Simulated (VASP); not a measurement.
Set up this calculation in VASP 6.6.1, as the native input.

| Item | Value |
| --- | --- |
| Task | electric field gradients |
| Functional | PBEsol |
| Potentials or basis | VASP PAW PBE potentials, release 64 (Ga_d, P) |
| Cutoff | 520 eV |
| k mesh | 12 × 12 × 12 |
| Occupations | fermi-dirac, width 0.08 eV |
| Spin | no spin polarisation |
| Dipole correction | no |
| Further INCAR settings | ALGO = Normal; EDIFF = 1e-08; NBANDS = 16 |

The structure of GaP lies in POSCAR:

```
GaP
1.0
    0.0000000000      2.7797550000      2.7252500000
    2.7797550000      0.0000000000      2.7252500000
    2.7797550000      2.7797550000      0.0000000000
Ga P
1 1
Direct
    0.0000000000      0.0000000000      0.0000000000
    0.7500000000      0.7500000000      0.7500000000
```

This cell differs from its parent crystal: equal xx and yy strain of +2 %.

One way to write it, as run:

INCAR

```
SYSTEM = GaP
ALGO = Normal
EDIFF = 1E-8
ENCUT = 520
GGA = PS
ISIF = 2
ISMEAR = -1
LASPH = .True.
LCHARG = .False.
LEFG = .True.
LREAL = .False.
LWAVE = .False.
NBANDS = 16
NELM = 60
PREC = Accurate
SIGMA = 0.08
```

KPOINTS

```
k-points
0
Gamma
  12 12 12
  0 0 0
```

Potentials or basis: VASP PAW PBE potentials, release 64 (Ga_d, P).

Launch:

```bash
$ cat potpaw_PBE.64/Ga_d/POTCAR potpaw_PBE.64/P/POTCAR > POTCAR
$ mpirun -np 1 vasp_std > vasp.out
```

It gave:

The pressure is -3.6 GPa. The band gap on the k mesh is 1.35 eV (least direct gap 1.36 eV) and the largest electric field gradient by atom is Ga +3.4; P -2.2 V/Å².

Caveat: the cell differs from its parent crystal (equal xx and yy strain of +2 %); the cell stands under tension; without QUAD_EFG the Cq values of the log hold for a quadrupole moment of 1 mb, not for the nuclei; the PAW data sets were made with another functional, which shifts forces and pressure a little.

Run time: 3 min on 1 thread of Intel Xeon 8259CL, with other jobs on the host, peak memory 0.25 GiB.
